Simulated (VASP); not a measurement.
HfB2:

```
CELL_PARAMETERS angstrom
3.18132 0.00000 0.00000
-1.59066 2.75510 0.00000
0.00000 0.00000 3.52579
ATOMIC_POSITIONS crystal
Hf 0.00000 0.00000 0.00000
B 0.66667 0.33333 0.50000
B 0.33333 0.66667 0.50000
```

Base run:

| Item | Value |
| --- | --- |
| Program | VASP 6.6.1 |
| Functional | r2SCAN |
| Potentials or basis | VASP PAW PBE potentials, release 64 (Hf_pv, B) |
| Cutoff | 520 eV |
| k mesh | 10 × 10 × 8 |
| Occupations | fermi-dirac, width 0.05 eV |
| Spin | no spin polarisation |

Its results: band gap on the k mesh zero (band 8 reaches 8.02 eV, above the bottom of band 9 at 7.19 eV); pressure -10.6 GPa.

Question: After a change of settings the same cell gave: band gap on the k mesh zero (band 8 reaches 7.79 eV, above the bottom of band 9 at 7.01 eV); pressure -13.5 GPa. Which change was it?
A. functional from r2SCAN to LDA; potentials or basis from VASP PAW PBE potentials, release 64 (Hf_pv, B) to VASP PAW LDA potentials, release 64 (Hf_pv, B)
B. functional from r2SCAN to PBEsol
C. functional from r2SCAN to PBE

Answer: B.

Caveats: the PAW data sets were made with another functional, which shifts forces and pressure a little; spin-orbit coupling is left out, which moves the levels of the heavy elements.
